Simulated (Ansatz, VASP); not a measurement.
## Ti: VASP beside Ansatz

```
Ti
1.0
     4.60000    0.00000    0.00000
    -2.30000    3.98372    0.00000
     0.00000    0.00000    2.82000
Ti
3
Direct
  0.00000 0.00000 0.00000
  0.33333 0.66667 0.50000
  0.66667 0.33333 0.50000
```

Alike in both runs: task relaxation of cell and atoms; functional r2SCAN; k mesh 12 × 12 × 12; occupations gaussian, width 0.1 eV; no spin polarisation.

|  | VASP | Ansatz |
| --- | --- | --- |
| version | VASP 6.6.1 | Ansatz 0.2.0 |
| potentials or method | VASP PAW PBE potentials, release 64 (Ti_sv), cutoff 600 eV | scalar-relativistic, plane waves, PAW |
| valence electrons in the cell | 36 | 36 |

|  | VASP | Ansatz | Ansatz less VASP |
| --- | --- | --- | --- |
| gap on the k mesh at the Fermi level, each at its own relaxed structure (eV) | none | none | - |
| relaxed volume (Å³/atom) | 17.09 | 17.01 | -0.077 |
| relaxed length of the cell vector where the two differ most in proportion (Å) | 2.829 | 2.824 | -0.0046 |

VASP's potentials were made for PBE, not for r2SCAN. A gap of «none» marks a metal or a gap that the smearing closes.
